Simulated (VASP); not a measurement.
# PbS (Cmcm) in VASP: single point with LDA

Aim: the single point of PbS with LDA.

Program: VASP 6.6.1. These are calculated values, not measurements. Logs are shortened: lines on timing, memory, paths and dates and some standing lists are left out, and cuts for length are marked.

### Step 1. The cell of the first run

Symmetry: Cmcm, No. 63, orthorhombic system. Conventional cell: a = 4.160 Å, b = 11.983 Å, c = 4.279 Å, α = 90.00°, β = 90.00°, γ = 90.00°. Pb (site symmetry m2m) has 5 S at 2.69 to 2.99 Å within 3.5 Å. S (site symmetry m2m) has 5 Pb at 2.69 to 2.99 Å within 3.5 Å.

### Step 2. Single point, LDA

File INCAR:

```
SYSTEM = PbS
PREC     = Accurate       ! precision mode
ENCUT    = 520            ! plane-wave cutoff, eV
EDIFF    = 1E-6           ! SCF threshold, eV
ISMEAR   = 0              ! smearing method
SIGMA    = 0.05           ! smearing width, eV
LREAL    = .FALSE.        ! projectors in reciprocal space
LASPH    = .TRUE.         ! aspherical terms in the spheres
NELM     = 60             ! most SCF steps
ALGO     = Normal         ! electronic algorithm
ISIF     = 2              ! what is computed and relaxed
LWAVE    = .FALSE.        ! write WAVECAR
LCHARG   = .TRUE.         ! write CHGCAR
GGA      = CA             ! functional
LELF     = .TRUE.         ! ELF
LVHAR    = .TRUE.       
NBANDS   = 28             ! bands
```

File KPOINTS:

```
regular mesh
0
G
  10 10 10
  0 0 0
```

File POSCAR:

```
PbS
1.0
    2.0799526900     -5.9912968600      0.0000000000
    2.0799526900      5.9912968600      0.0000000000
    0.0000000000      0.0000000000      4.2793209400
Pb S
2 2
Direct
    0.8694366500      0.1305633500      0.7500000000
    0.1305633500      0.8694366500      0.2500000000
    0.6452029100      0.3547970900      0.7500000000
    0.3547970900      0.6452029100      0.2500000000
```

Potentials or basis: VASP PAW LDA potentials, release 64 (Pb_d, S).

On the command line:

```console
$ cat potpaw_LDA.64/Pb_d/POTCAR potpaw_LDA.64/S/POTCAR > POTCAR
$ mpirun -np 1 vasp_std > vasp.out
```

OUTCAR:

```text
SYSTEM = PbS
   PREC = Accurate
   ENCUT = 520
   EDIFF = 1E-6
   ISMEAR = 0
   LREAL = .FALSE.
   LASPH = .TRUE.
   NELM = 60
   ISIF = 2
   GGA = CA

 ion  position               nearest neighbor table
   1  0.869  0.131  0.750-   3 2.69   4 2.99   4 2.99   4 2.99   4 2.99   2 3.79   2 3.79   2 4.13
                             2 4.13   2 4.13   2 4.13
   2  0.131  0.869  0.250-   4 2.69   3 2.99   3 2.99   3 2.99   3 2.99   1 3.79   1 3.79   1 4.13
                             1 4.13   1 4.13   1 4.13
   3  0.645  0.355  0.750-   1 2.69   2 2.99   2 2.99   2 2.99   2 2.99
   4  0.355  0.645  0.250-   2 2.69   1 2.99   1 2.99   1 2.99   1 2.99

  LATTYP: Found a base centered orthorhombic cell.
 ALAT       =     4.1599053800
 B/A-ratio  =     2.8804967001
 C/A-ratio  =     1.0287063164

  Lattice vectors:

 A1 = (   2.0799526900,  -5.9912968600,   0.0000000000)
 A2 = (   2.0799526900,   5.9912968600,   0.0000000000)
 A3 = (   0.0000000000,   0.0000000000,   4.2793209400)

Analysis of symmetry for initial positions (statically):
=====================================================================
 Subroutine PRICEL returns:
 Original cell was already a primitive cell.

 Routine SETGRP: Setting up the symmetry group for a
 base centered orthorhombic supercell.

 Subroutine GETGRP returns: Found  8 space group operations
 (whereof  4 operations were pure point group operations)
 out of a pool of  8 trial point group operations.

The static configuration has the point symmetry C_2h.
 The point group associated with its full space group is D_2h.

Analysis of symmetry for dynamics (positions and initial velocities):
=====================================================================
 Subroutine PRICEL returns:
 Original cell was already a primitive cell.

 Routine SETGRP: Setting up the symmetry group for a
 base centered orthorhombic supercell.

 Subroutine GETGRP returns: Found  8 space group operations
 (whereof  4 operations were pure point group operations)
 out of a pool of  8 trial point group operations.

The dynamic configuration has the point symmetry C_2h.
 The point group associated with its full space group is D_2h.

 Subroutine INISYM returns: Found  8 space group operations
 (whereof  4 operations are pure point group operations),
 and found     1 'primitive' translations

----------------------------------------------------------------------------------------

                                     Primitive cell

  volume of cell :     106.6545

[... 88 lines left out ...]
   LSORBIT =      F    spin-orbit coupling
   LASPH  =      T    aspherical Exc in radial PAW
   ENCUT  =  520.0 eV  38.22 Ry    6.18 a.u.  11.79 11.79  7.96*2*pi/ulx,y,z
   NELM   =     60;   NELMIN=  2; NELMDL= -5     # of ELM steps
   EDIFF  = 0.1E-05   stopping-criterion for ELM
   LREAL  =      F    real-space projection
   EDIFFG = 0.1E-04   stopping-criterion for IOM
   NSW    =      0    number of steps for IOM
   IBRION =     -1    ionic relax: 0-MD 1-quasi-New 2-CG
   NFREE  =      0    steps in history (QN), initial steepest desc. (CG)
   ISIF   =      2    stress and relaxation
   ISYM   =      2    0-nonsym 1-usesym 2-fastsym
   POTIM  = 0.5000    time-step for ionic-motion
   TEBEG  =    0.0;   TEEND  =   0.0 temperature during run
   PSTRESS=    0.0 pullay stress
   NELECT =      40.0000    total number of electrons
   NUPDOWN=      -1.0000    fix difference up-down
   EMIN   =  10.00;   EMAX   =-10.00  energy-range for DOS
   EFERMI =   0.00;   METHOD = LEGACY
   ISMEAR =     0;   SIGMA  =   0.05  broadening in eV -4-tet -1-fermi 0-gaus
   EFERMI_NEDOS =   21; number of points for ismear=-14 and -15
   IALGO  =     38    algorithm
   IMIX   =      4    mixing-type and parameters
     AMIX     =   0.40;   BMIX     =  1.00
     AMIX_MAG =   1.60;   BMIX_MAG =  1.00
  volume/ion in A,a.u.               =      26.66       179.94
  Fermi-wavevector in a.u.,A,eV,Ry     =   1.180597  2.231005 18.963935  1.393810
  Thomas-Fermi vector in A             =   2.316887
   LORBIT       =      0    0 simple, 1 ext, 2 COOP (PROOUT), +10 PAW based schemes
   GGA     = CA    functional components
   LHFCALC =     F    Hartree Fock is set to
   AEXX    =    0.0000 exact exchange contribution
   IVDW    =     0    specifies the selected vdW correction
   LEPSILON=     F    determine dielectric tensor
   LRPA    =     F    only Hartree local field effects (RPA)
 non-spin polarized calculation
 Gauss-broadening in eV      SIGMA  =   0.05
  energy-cutoff  :      520.00
  volume of cell :      106.65
 maximum number of plane-waves:      2904
   NGX = 23   NGY = 23   NGZ = 15

 number of electron      40.0000007 magnetization

 Free energy of the ion-electron system (eV)
  ---------------------------------------------------
  ext. energy  EPLUGINS =         0.00000000
  ---------------------------------------------------
  free energy    TOTEN  =       -19.77483900 eV

  energy without entropy =      -19.77483900  energy(sigma->0) =      -19.77483900

 E-fermi :   4.9331     XC(G=0):  -9.9276

 val. band max:        4.7213575530   @ k =  -0.4000   0.4000   0.4000
 cond. band min:       5.7396882461   @ k =   0.5000   0.5000   0.0000
 fundamental gap:      1.0183306931
 Fermi energy:         4.9330813486

 k-point     1 :       0.0000    0.0000    0.0000
  band No.  band energies     occupation
      1     -11.6502      2.00000
      2     -11.5488      2.00000
      3     -11.5377      2.00000
      4     -11.5367      2.00000
      5     -11.5028      2.00000
      6     -11.5006      2.00000
[... 733 lines left out ...]
     27      11.6736      0.00000
     28      12.8511      0.00000

 [... further k-points ...]
[... 5 lines left out ...]
  --------------------------------------------------------------------------------------
  -------------------------------------------------------------------------------------
  Total       -2.3613504     -2.0579337     -2.5404759      0.0000000     -0.0000000      0.0000000
  in kB      -35.4725063    -30.9145419    -38.1633526      0.0000000     -0.0000000      0.0000000
  external PRESSURE =     -34.8501336 kB  Pullay stress =       0.0000000 kB

 VOLUME and BASIS-vectors are now :
 -----------------------------------------------------------------------------
  energy-cutoff  :      520.00
  volume of cell :      106.65
      direct lattice vectors                 reciprocal lattice vectors
     2.079952690 -5.991296860  0.000000000     0.240390083 -0.083454386  0.000000000
     2.079952690  5.991296860  0.000000000     0.240390083  0.083454386  0.000000000
     0.000000000  0.000000000  4.279320940     0.000000000  0.000000000  0.233681936

 POSITION                                       TOTAL-FORCE (eV/Angst)
 -----------------------------------------------------------------------------------
      2.07995     -4.42681      3.20949         0.000000      0.097630     -0.000000
      2.07995      4.42681      1.06983         0.000000     -0.097630      0.000000
      2.07995     -1.73991      3.20949         0.000000     -0.053214      0.000000
      2.07995      1.73991      1.06983         0.000000      0.053214      0.000000
 -----------------------------------------------------------------------------------
    total drift:                               -0.000000     -0.000000      0.000000

  FREE ENERGIE OF THE ION-ELECTRON SYSTEM (eV)
  ---------------------------------------------------
  free  energy   TOTEN  =       -19.7748389977 eV

  energy  without entropy=      -19.7748389977  energy(sigma->0) =      -19.77483900
```

OSZICAR:

```text
N       E                     dE             d eps       ncg     rms          rms(c)
DAV:   1     0.418845394867E+03    0.41885E+03   -0.18926E+04 10416   0.153E+03
DAV:   2     0.273481337366E+02   -0.39150E+03   -0.37969E+03 10540   0.404E+02
DAV:   3    -0.185303496338E+02   -0.45878E+02   -0.44734E+02 13612   0.155E+02
DAV:   4    -0.206548891138E+02   -0.21245E+01   -0.21157E+01 12440   0.346E+01
DAV:   5    -0.207390414833E+02   -0.84152E-01   -0.84136E-01 13772   0.726E+00    0.631E+00
DAV:   6    -0.197904081307E+02    0.94863E+00   -0.24161E+00 14556   0.103E+01    0.408E+00
DAV:   7    -0.197853113787E+02    0.50968E-02   -0.38706E-01 11628   0.261E+00    0.253E+00
DAV:   8    -0.197795852963E+02    0.57261E-02   -0.70201E-02 15092   0.187E+00    0.783E-01
DAV:   9    -0.197747039935E+02    0.48813E-02   -0.20456E-02 14564   0.101E+00    0.114E-01
DAV:  10    -0.197748390991E+02   -0.13511E-03   -0.13764E-03 11788   0.200E-01    0.406E-02
DAV:  11    -0.197748425368E+02   -0.34377E-05   -0.83093E-05 14008   0.585E-02    0.190E-02
DAV:  12    -0.197748394503E+02    0.30865E-05   -0.21185E-05 12116   0.219E-02    0.155E-02
DAV:  13    -0.197748389977E+02    0.45262E-06   -0.22789E-06  8964   0.101E-02
   1 F= -.19774839E+02 E0= -.19774839E+02  d E =-.262748E-11
```

stdout:

```text
POSCAR found type information on POSCAR PbS
 POSCAR found :  2 types and       4 ions
 scaLAPACK will be used
 LDA part: xc-table for (Slater(with rela. corr.)+CA(PZ))
 , standard interpolation
 POSCAR, INCAR and KPOINTS ok, starting setup
 FFT: planning ... GRIDC
 FFT: planning ... GRID_SOFT
 FFT: planning ... GRID
 WAVECAR not read
 entering main loop
```

It took 12 min on 1 thread of Oxide Virtual Turin-like, shared host; peak memory 0.51 GiB.

What came out:

* Free energy: -19.7748 eV
* Pressure: -3.5 GPa
* Largest force: 0.098 eV/Å
* Band gap on the k mesh: 1.02 eV, indirect (least direct gap 1.10 eV)

Forces in eV/Å, atoms in the order of the input:
```
Pb   0.000  0.098  0.000
Pb   0.000 -0.098  0.000
S    0.000 -0.053  0.000
S    0.000  0.053  0.000
```

Caveat: spin-orbit coupling is left out, which moves the levels of the heavy elements. A k mesh can miss the band edges.
